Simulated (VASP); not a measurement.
Set up this calculation in VASP 6.6.1, as the native input.

```yaml
Task: single point
Functional: BLYP
Potentials_or_basis: VASP PAW PBE potentials, release 64 (Pd)
Cutoff: 520 eV
k_mesh: 13 × 13 × 13
Occupations: fermi-dirac, width 0.05 eV
Spin: collinear spin
Starting_moments: "[0.5] μB"
Dipole_correction: no
Further_INCAR_settings: ALGO = Normal; EDIFF = 1e-06; NBANDS = 15
```

The structure of Pd lies in POSCAR:

```
Pd
1.0
    2.7384246940      0.0000000000      0.0000000000
    0.0000000000      2.7384246940      0.0000000000
    0.0000000000      0.0000000000      2.7384246940
Pd
1
Direct
    0.0000000000      0.0000000000      0.0000000000
```

This isn't the form of Pd at room conditions, which is fcc.

These files were run (other wordings do the same):

INCAR

```
PREC     = Accurate       # precision mode
ENCUT    = 520            # plane-wave cutoff, eV
EDIFF    = 1E-6           # SCF threshold, eV
ISMEAR   = -1             # smearing method
SIGMA    = 0.05           # smearing width, eV
LREAL    = False          # projectors in reciprocal space
LASPH    = True           # aspherical terms in the spheres
NELM     = 150            # most SCF steps
ALGO     = Normal         # electronic algorithm
ISIF     = 2              # what is computed and relaxed
LWAVE    = False          # write WAVECAR
LCHARG   = False          # write CHGCAR
ISPIN    = 2              # spin polarisation
MAGMOM   = 0.5            # initial moments
LORBIT   = 11             # projections on sites
LMAXMIX  = 4              # l up to which the mixer works
GGA      = B5             # functional
ALDAX    = 1.0          
AGGAX    = 1.0          
AGGAC    = 1.0          
ALDAC    = 0.0          
NBANDS   = 15             # bands
```

KPOINTS

```
regular mesh
0
Gamma
  13 13 13
```

Potentials or basis: VASP PAW PBE potentials, release 64 (Pd).

Launch:

```bash
$ cat potpaw_PBE.64/Pd/POTCAR > POTCAR
$ mpirun -np 1 vasp_std > vasp.out
```

It gave:

```yaml
Pressure: -6.1 GPa
Band_gap_on_the_k_mesh: zero (filled and empty bands overlap)
Net_moment: 0.00 μB per cell
Valence_electrons_inside_the_program's_atomic_spheres: Pd 9.18
```

Caveat: the cell stands under tension; the PAW data sets were made with another functional, which shifts forces and pressure a little.

Run time: 59 s on 1 thread of Intel Xeon 8259CL, on a shared host, peak memory 0.16 GiB.
